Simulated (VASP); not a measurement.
A run of VASP 6.6.1:

The input POSCAR:

```
Re
1.0
    0.0000000000      2.2799709547      1.4819811206
    2.2799709547      0.0000000000      1.4819811206
    2.2799709547      2.2799709547      0.0000000000
Re
1
Direct
    0.0000000000      0.0000000000      0.0000000000
```

File INCAR.step1:

```
ALGO = Normal
EDIFF = 1E-4
ENCUT = 520
GGA = PE
ISMEAR = 0
LASPH = T
LCHARG = F
LREAL = F
LWAVE = T
NBANDS = 10
NELM = 80
PREC = Accurate
SIGMA = 0.15
```

INCAR.step2

```
ALGO = Normal
EDIFF = 1E-6
ENCUT = 520
ISIF = 2
ISMEAR = 0
ISTART = 1
LASPH = T
LCHARG = F
LMIXTAU = T
LREAL = F
LWAVE = F
METAGGA = R2SCAN
NBANDS = 10
NELM = 80
PREC = Accurate
SIGMA = 0.15
```

KPOINTS

```
k-points
0
Gamma
  22 22 22
```

Potentials or basis: VASP PAW PBE potentials, release 64 (Re).

Command:

```sh
$ cat potpaw_PBE.64/Re/POTCAR > POTCAR
$ cp INCAR.step1 INCAR
$ mpirun -np 1 vasp_std > vasp.out
$ cp INCAR.step2 INCAR
$ mpirun -np 1 vasp_std > vasp.out
```

Hardware: 1 thread of Intel(R) Xeon(R) Platinum 8488C (Sapphire Rapids) (shared host).

Task: Estimate the wall time of this run.

Result: Wall time 4.2 min on 1 thread of Intel(R) Xeon(R) Platinum 8488C (Sapphire Rapids), with other jobs on the host, peak memory 0.24 GiB. Counts: k points 834.
